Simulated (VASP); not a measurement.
# Si (P1) in VASP: relaxation of cell and atoms with PBE

Aim: the relaxation of cell and atoms of Si with PBE.

All numbers are computed with VASP 6.6.1; they aren't measurements. Logs are shortened: lines on timing, memory, paths and dates and some standing lists are left out, and cuts for length are marked.

## Step 1: The cell of the first run

The typed cell holds 6 atoms: a = 3.848 Å, b = 4.285 Å, c = 6.162 Å, α = 87.45°, β = 86.41°, γ = 85.66°.

## Step 2: Relaxation of cell and atoms, PBE

Contents of INCAR:

```
PREC = Accurate
ENCUT = 600
EDIFF = 1E-6
ISMEAR = 0
SIGMA = 0.2
LREAL = False
LASPH = True
NELM = 80
ALGO = Normal
ISIF = 3
LWAVE = False
LCHARG = False
GGA = PE
IBRION = 2
NSW = 80
EDIFFG = -0.025
```

Contents of KPOINTS:

```
Automatic mesh
0
Gamma
  6 6 4
```

Contents of POSCAR:

```
Si
1.0
   -3.3875382901     -1.8254794252      0.0548012829
   -0.2970678417     -0.0044801942      4.2750416833
   -3.2561987118      5.2306773696      0.0539428774
Si
6
Direct
    0.7953130902      0.6984287400      0.6009057039
    0.2995920474      0.6115480220      0.1129762044
    0.7112387649      0.3034126981      0.9084440981
    0.2205266422      0.3571395271      0.3715574034
    0.2228640596      0.0168412525      0.7462168213
    0.7504653958      0.0126297603      0.2598997689
```

Potentials or basis: VASP PAW PBE potentials, release 64 (Si).

On the command line:

```
cat potpaw_PBE.64/Si/POTCAR > POTCAR
mpirun -np 1 vasp_std > vasp.out
```

OUTCAR:

```text
PREC = Accurate
   ENCUT = 600
   EDIFF = 1E-6
   ISMEAR = 0
   LREAL = False
   LASPH = True
   NELM = 80
   ISIF = 3
   GGA = PE
   IBRION = 2
   NSW = 80
   EDIFFG = -0.025

 ion  position               nearest neighbor table
   1  0.795  0.698  0.601-   5 2.45   6 2.45   3 2.51   4 2.52   5 2.63
   2  0.300  0.612  0.113-   4 1.91   3 2.33   6 2.75   6 2.75   5 2.80   3 3.07   6 3.12
   3  0.711  0.303  0.908-   2 2.33   5 2.43   6 2.46   1 2.51   5 2.59   2 3.07
   4  0.221  0.357  0.372-   2 1.91   6 2.50   1 2.52   6 2.56   5 2.68
   5  0.223  0.017  0.746-   3 2.43   1 2.45   3 2.59   1 2.63   4 2.68   2 2.80
   6  0.750  0.013  0.260-   1 2.45   3 2.46   4 2.50   4 2.56   2 2.75   2 2.75   2 3.12

  Warning from LATTYP: Got some problem with cell dimensions!
  Tried to take original basis but could not verify dimensions!
  LATTYP: Found a triclinic cell.
 ALAT       =     3.8484794373
 B/A-ratio  =     1.8338097420
 C/A-ratio  =     1.1135185001
 COS(alpha) =     0.0024567189
 COS(beta)  =     0.0757202225
 COS(gamma) =     0.4906386770

  Lattice vectors:

 A1 = (  -3.3875382901,  -1.8254794252,   0.0548012829)
 A2 = (  -0.1313395783,  -7.0561567948,   0.0008584055)
 A3 = (  -0.2970678417,  -0.0044801942,   4.2750416833)

Analysis of symmetry for initial positions (statically):
=====================================================================
 Subroutine PRICEL returns:
 Original cell was already a primitive cell.

 Routine SETGRP: Setting up the symmetry group for a
 triclinic supercell.

 Subroutine GETGRP returns: Found  1 space group operations
 (whereof  1 operations were pure point group operations)
 out of a pool of  2 trial point group operations.

The static configuration has the point symmetry C_1 .

Analysis of symmetry for dynamics (positions and initial velocities):
=====================================================================
 Subroutine PRICEL returns:
 Original cell was already a primitive cell.

 Routine SETGRP: Setting up the symmetry group for a
 triclinic supercell.

 Subroutine GETGRP returns: Found  1 space group operations
 (whereof  1 operations were pure point group operations)
 out of a pool of  2 trial point group operations.

The dynamic configuration has the point symmetry C_1 .

 Subroutine INISYM returns: Found  1 space group operations
 (whereof  1 operations are pure point group operations),
 and found     1 'primitive' translations

----------------------------------------------------------------------------------------

                                     Primitive cell

  volume of cell :     101.0470

  direct lattice vectors                    reciprocal lattice vectors
    -3.387538290 -1.825479425  0.054801283    -0.221299129 -0.137602950 -0.015522034
    -0.297067842 -0.004480194  4.275041683     0.003811292 -0.000042452  0.234180646
    -3.256198712  5.230677370  0.053942877    -0.077228990  0.143157072 -0.005216529

  length of vectors
     3.848479437  4.285353051  6.161633357     0.261053270  0.234211662  0.162743591

  position of ions in fractional coordinates (direct lattice)
     0.795313090  0.698428740  0.600905704
     0.299592047  0.611548022  0.112976204
     0.711238765  0.303412698  0.908444098
     0.220526642  0.357139527  0.371557403
     0.222864060  0.016841253  0.746216821
     0.750465396  0.012629760  0.259899769

  ion indices of the primitive-cell ions
   primitive index   ion index
                 1           1
                 2           2
                 3           3
                 4           4
                 5           5
                 6           6

----------------------------------------------------------------------------------------

 KPOINTS: Automatic mesh

Automatic generation of k-mesh.
 Grid dimensions read from file:
 generate k-points for:    6    6    4

 Generating k-lattice:

  Cartesian coordinates                     Fractional coordinates (reciprocal lattice)
    -0.036883188 -0.022933825 -0.002587006     0.166666667 -0.000000000 -0.000000000
     0.000635215 -0.000007075  0.039030108     0.000000000  0.166666667 -0.000000000
    -0.019307248  0.035789268 -0.001304132    -0.000000000  0.000000000  0.250000000

  Length of vectors
     0.043508878  0.039035277  0.040685898

  Shift w.r.t. Gamma in fractional coordinates (k-lattice)
     0.000000000  0.000000000  0.000000000

 Subroutine IBZKPT returns following result:
 ===========================================

 Found     76 irreducible k-points:

 Following reciprocal coordinates:
            Coordinates               Weight
  0.000000  0.000000  0.000000      1.000000
  0.166667 -0.000000  0.000000      2.000000
  0.333333 -0.000000  0.000000      2.000000
  0.500000 -0.000000  0.000000      1.000000
  0.000000  0.166667 -0.000000      2.000000
  0.166667  0.166667  0.000000      2.000000
[... 16 lines left out ...]
  0.333333 -0.000000  0.250000      2.000000
  0.500000  0.000000  0.250000      2.000000
 [... further k-points ...]
   k-points           NKPTS =     76   k-points in BZ     NKDIM =     76   number of bands    NBANDS=     16
   number of dos      NEDOS =    301   number of ions     NIONS =      6
   total plane-waves  NPLWV =  57600
   dimension x,y,z NGX =    32 NGY =   36 NGZ =   50
   dimension x,y,z NGXF=    64 NGYF=   72 NGZF=  100
   ions per type =               6
   NGX,Y,Z   is equivalent  to a cutoff of  13.82, 13.97, 13.49 a.u.
   NGXF,Y,Z  is equivalent  to a cutoff of  27.65, 27.93, 26.98 a.u.
 SYSTEM =  unknown system
   PREC   = accura    normal or accurate (medium, high low for compatibility)
   ISTART =      0    job   : 0-new  1-cont  2-samecut
   ICHARG =      2    charge: 1-file 2-atom 10-const
   ISPIN  =      1    spin polarized calculation?
   LNONCOLLINEAR =      F non collinear calculations
   LSORBIT =      F    spin-orbit coupling
   LASPH  =      T    aspherical Exc in radial PAW
   ENCUT  =  600.0 eV  44.10 Ry    6.64 a.u.   7.69  8.56 12.31*2*pi/ulx,y,z
   NELM   =     80;   NELMIN=  2; NELMDL= -5     # of ELM steps
   EDIFF  = 0.1E-05   stopping-criterion for ELM
   LREAL  =      F    real-space projection
   EDIFFG = -.3E-01   stopping-criterion for IOM
   NSW    =     80    number of steps for IOM
   IBRION =      2    ionic relax: 0-MD 1-quasi-New 2-CG
   NFREE  =      1    steps in history (QN), initial steepest desc. (CG)
   ISIF   =      3    stress and relaxation
   ISYM   =      2    0-nonsym 1-usesym 2-fastsym
   POTIM  = 0.5000    time-step for ionic-motion
   TEBEG  =    0.0;   TEEND  =   0.0 temperature during run
   PSTRESS=    0.0 pullay stress
   NELECT =      24.0000    total number of electrons
   NUPDOWN=      -1.0000    fix difference up-down
   EMIN   =  10.00;   EMAX   =-10.00  energy-range for DOS
   EFERMI =   0.00;   METHOD = LEGACY
   ISMEAR =     0;   SIGMA  =   0.20  broadening in eV -4-tet -1-fermi 0-gaus
   EFERMI_NEDOS =   21; number of points for ismear=-14 and -15
   IALGO  =     38    algorithm
   IMIX   =      4    mixing-type and parameters
     AMIX     =   0.40;   BMIX     =  1.00
     AMIX_MAG =   1.60;   BMIX_MAG =  1.00
  volume/ion in A,a.u.               =      16.84       113.65
  Fermi-wavevector in a.u.,A,eV,Ry     =   1.013843  1.915886 13.985131  1.027878
  Thomas-Fermi vector in A             =   2.147036
   LORBIT       =      0    0 simple, 1 ext, 2 COOP (PROOUT), +10 PAW based schemes
   GGA     = PE    functional components
   LHFCALC =     F    Hartree Fock is set to
   AEXX    =    0.0000 exact exchange contribution
   IVDW    =     0    specifies the selected vdW correction
   LEPSILON=     F    determine dielectric tensor
   LRPA    =     F    only Hartree local field effects (RPA)
 conjugate gradient relaxation of ions
 non-spin polarized calculation
 Gauss-broadening in eV      SIGMA  =   0.20
  energy-cutoff  :      600.00
  volume of cell :      101.05
 maximum number of plane-waves:      3398
   NGX = 15   NGY = 17   NGZ = 25

--------------------------------------- Ionic step        1  -------------------------------------------

 number of electron      24.0000000 magnetization

 Free energy of the ion-electron system (eV)
  ---------------------------------------------------
  ext. energy  EPLUGINS =         0.00000000
  ---------------------------------------------------
  free energy    TOTEN  =       -28.49170238 eV

  energy without entropy =      -28.44765199  energy(sigma->0) =      -28.46967719

------------------------ aborting loop because EDIFF is reached ----------------------------------------

  FORCE on cell =-STRESS in cart. coord.  units (eV):
  Direction    XX          YY          ZZ          XY          YZ          ZX
  --------------------------------------------------------------------------------------
  -------------------------------------------------------------------------------------
  Total       -1.4077058     10.4430347      4.4185115     -3.6174736     -6.5868118      4.0033057
  in kB      -22.3202572    165.5823444     70.0588970    -57.3578253   -104.4389662     63.4754903
  external PRESSURE =      71.1069948 kB  Pullay stress =       0.0000000 kB
[... 101 lines left out ...]
  FREE ENERGIE OF THE ION-ELECTRON SYSTEM (eV)
  ---------------------------------------------------
  free  energy   TOTEN  =       -29.7609593355 eV

  energy  without entropy=      -29.7099121616  energy(sigma->0) =      -29.73543575

 E-fermi :   6.8314     XC(G=0):  -9.9531

 val. band max:        6.8163657728   @ k =   0.1667  -0.0000   0.0000
 cond. band min:       6.8627572862   @ k =   0.0000   0.3333   0.0000
 fundamental gap:      0.0463915134
 Fermi energy:         6.8313915626

 k-point     1 :       0.0000    0.0000    0.0000
  band No.  band energies     occupation
      1      -5.6245      2.00000
      2      -3.0839      2.00000
      3      -1.7535      2.00000
      4       1.4250      2.00000
      5       1.5046      2.00000
      6       2.4999      2.00000
[... 435 lines left out ...]
      5       1.7938      2.00000
      6       1.9735      2.00000
[... 8 lines left out ...]
     15       7.9678      0.00000
     16       8.1345      0.00000

 [... further k-points ...]

[... ionic steps 4 to 58 ...]

--------------------------------------- Ionic step       59  -------------------------------------------

 number of electron      23.9999999 magnetization

------------------------ aborting loop because EDIFF is reached ----------------------------------------
[... 75 lines left out ...]
--------------------------------------- Ionic step       61  -------------------------------------------

 number of electron      23.9999999 magnetization

 Free energy of the ion-electron system (eV)
  ---------------------------------------------------
  ext. energy  EPLUGINS =         0.00000000
  ---------------------------------------------------
  free energy    TOTEN  =       -31.33168483 eV

  energy without entropy =      -31.32693022  energy(sigma->0) =      -31.32930752

 E-fermi :   7.1446     XC(G=0): -10.0277

 val. band max:        6.9810191849   @ k =  -0.0000   0.5000   0.2500
 cond. band min:       7.2515583504   @ k =   0.5000   0.5000   0.5000
 fundamental gap:      0.2705391655
 Fermi energy:         7.1445624312

 k-point     1 :       0.0000    0.0000    0.0000
  band No.  band energies     occupation
      1      -5.5851      2.00000
      2      -3.3194      2.00000
      3      -1.9007      2.00000
      4       2.1677      2.00000
      5       2.1699      2.00000
      6       2.8786      2.00000
[... 480 lines left out ...]
  FREE ENERGIE OF THE ION-ELECTRON SYSTEM (eV)
  ---------------------------------------------------
  free  energy   TOTEN  =       -31.3316848296 eV

  energy  without entropy=      -31.3269302159  energy(sigma->0) =      -31.32930752

 reached required accuracy - stopping structural energy minimisation
```

It took 41 min on 1 thread of Intel Xeon 6975P-C (Granite Rapids), shared host; peak memory 0.29 GiB.

What came out:

| Quantity | Value |
| --- | --- |
| Free energy | -31.3317 eV |
| Relaxed volume | 18.10 Å³/atom |
| Relaxed cell | a = 3.903 Å, b = 4.114 Å, c = 6.765 Å, α = 90.00°, β = 89.97°, γ = 90.00° |
| Space group after relaxing (to 0.1 Å) | P6_222 (No. 180) |
| Energy gained by relaxing | 473.3 meV/atom |
| Ionic steps | 61 |
| Pressure after relaxing | 0.0 GPa |
| Largest force after relaxing | 0.018 eV/Å |
| Band gap on the k mesh | zero (bands 12 and 13 overlap by 0.02 eV) |

Forces on the atoms (eV/Å):
```
Si   0.005 -0.014  0.002
Si  -0.006  0.004 -0.014
Si  -0.017  0.001  0.004
Si   0.014  0.008 -0.004
Si  -0.001 -0.004  0.008
Si   0.006  0.006  0.004
```

Step by step:
| step | energy change (eV) | largest force (eV/Å) | pressure (GPa) | volume (Å³) |
| --- | --- | --- | --- | --- |
| 1 | 0.0000 | 9.2232 | 7.11 | 101.05 |
| 3 | -1.2693 | 0.9690 | -5.83 | 110.79 |
| 5 | -1.6298 | 1.1274 | -3.87 | 105.57 |
| 7 | -1.6327 | 1.1553 | -3.62 | 105.30 |
| 9 | -1.8472 | 0.5658 | 1.32 | 98.87 |
| 11 | -1.9142 | 0.2814 | -0.33 | 100.29 |
| 13 | -1.9387 | 0.2107 | 0.34 | 99.70 |
| 15 | -1.9484 | 0.1487 | -0.28 | 100.54 |
| 17 | -1.9522 | 0.0877 | 0.54 | 99.92 |
| 19 | -1.9590 | 0.1179 | 0.06 | 100.81 |
| 21 | -1.9596 | 0.1643 | -0.10 | 101.13 |
| 23 | -1.9680 | 0.1438 | -0.06 | 101.74 |
| 25 | -1.9802 | 0.2292 | 0.32 | 102.14 |
| 27 | -1.9993 | 0.2632 | 0.19 | 102.99 |
| 29 | -2.0762 | 0.5979 | -0.23 | 106.81 |
| 31 | -2.0817 | 0.6088 | -0.28 | 107.06 |
| 33 | -2.0977 | 0.6665 | -0.55 | 108.17 |
| 35 | -2.0995 | 0.7209 | -0.66 | 108.58 |
| 37 | -2.1537 | 0.6890 | -0.80 | 109.00 |
| 39 | -2.3498 | 0.7018 | -1.79 | 110.85 |
| 41 | -2.4054 | 0.7737 | -2.79 | 112.11 |
| 43 | -2.6503 | 0.6394 | 0.61 | 107.82 |
| 45 | -2.6741 | 0.5989 | 2.10 | 106.25 |
| 47 | -2.7940 | 0.3545 | -0.18 | 108.53 |
| 49 | -2.8031 | 0.2557 | -0.03 | 108.39 |
| 51 | -2.8175 | 0.2498 | 0.10 | 108.36 |
| 53 | -2.8335 | 0.1041 | -0.02 | 108.62 |
| 55 | -2.8382 | 0.0828 | 0.01 | 108.60 |
| 57 | -2.8395 | 0.0334 | 0.00 | 108.62 |
| 59 | -2.8397 | 0.0260 | 0.00 | 108.62 |
| 61 | -2.8400 | 0.0177 | -0.01 | 108.63 |

Final structure:
```
Si
1.0
    -3.37545   -1.95754   -0.09211
    -0.10730   -0.00904    4.11289
    -3.39495    5.85050   -0.07591
Si
6
Direct
  0.91647 0.66585 0.58348
  0.41675 0.66776 0.08326
  0.66389 0.33302 0.83281
  0.16944 0.33355 0.33376
  0.16407 0.99977 0.83376
  0.66938 0.00005 0.33293
```

Caveat: semilocal functionals underestimate gaps, so a narrow gap can read as zero.
